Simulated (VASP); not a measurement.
A run of VASP 6.6.1 is set up as follows.

The input INCAR:

```
PREC = Accurate
ENCUT = 520
EDIFF = 1E-6
ISMEAR = -1
SIGMA = 0.1
LREAL = False
LASPH = True
NELM = 100
ALGO = Normal
ISIF = 2
LWAVE = False
LCHARG = False
GGA = RP
NBANDS = 13
```

KPOINTS

```
regular mesh
0
Gamma
  11 11 11
```

POSCAR

```
Pb
1.0
    3.1591949757      0.0000000000      0.0000000000
    0.0000000000      3.1591949757      0.0000000000
    0.0000000000      0.0000000000      3.1591949757
Pb
1
Direct
    0.0000000000      0.0000000000      0.0000000000
```

Potentials or basis: VASP PAW PBE potentials, release 64 (Pb_d).

Run with:

```sh
$ cat potpaw_PBE.64/Pb_d/POTCAR > POTCAR
$ mpirun -np 1 vasp_std > vasp.out
```

**Question.** Estimate the pressure.

**Answer.** 5.5 GPa.

**Question.** What does it give for the band gap on the k mesh?

**Answer.** Zero (bands 7 and 8 overlap by 6.99 eV).

Caveat: the cell stands under pressure; the PAW data sets were made with another functional, which shifts forces and pressure a little; spin-orbit coupling is left out, which moves the levels of the heavy elements.
